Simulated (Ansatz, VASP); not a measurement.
## PtSe2 in VASP and in Ansatz

```xyz
3
Lattice="3.7607 0.0000 0.0000 -1.8804 3.2569 0.0000 0.0000 0.0000 4.8633" Properties=species:S:1:pos:R:3 pbc="T T T"
Pt    0.0000    0.0000    0.0000
Se    0.0000    2.1713    1.2677
Se    1.8804    1.0856    3.5956
```

Alike in both runs: task relaxation of cell and atoms; functional PBEsol; k mesh 12 × 12 × 8; occupations fermi-dirac, width 0.15 eV; no spin polarisation.

|  | VASP | Ansatz |
| --- | --- | --- |
| version | VASP 6.6.1 | Ansatz 0.2.0 |
| potentials or method | VASP PAW PBE potentials, release 64 (Pt, Se), cutoff 600 eV | scalar-relativistic, plane waves, PAW |
| valence electrons in the cell | 22 | 50 |

VASP gave:

* gap on the k mesh at the Fermi level, each at its own relaxed structure (eV): none
* relaxed volume (Å³/atom): 19.84
* relaxed length of the cell vector where the two differ most in proportion (Å): 4.856

Estimate Ansatz's values.

gap on the k mesh at the Fermi level, each at its own relaxed structure (eV): none; relaxed volume (Å³/atom): 19.84; relaxed length of the cell vector where the two differ most in proportion (Å): 4.859.

VASP's potentials were made for PBE, not for PBEsol. A gap of «none» marks a metal or a gap that the smearing closes. VASP's potentials hold 22 valence electrons a cell and Ansatz's 50, so a difference there can come from the potentials and not from the codes.

Spin-orbit coupling is off throughout.
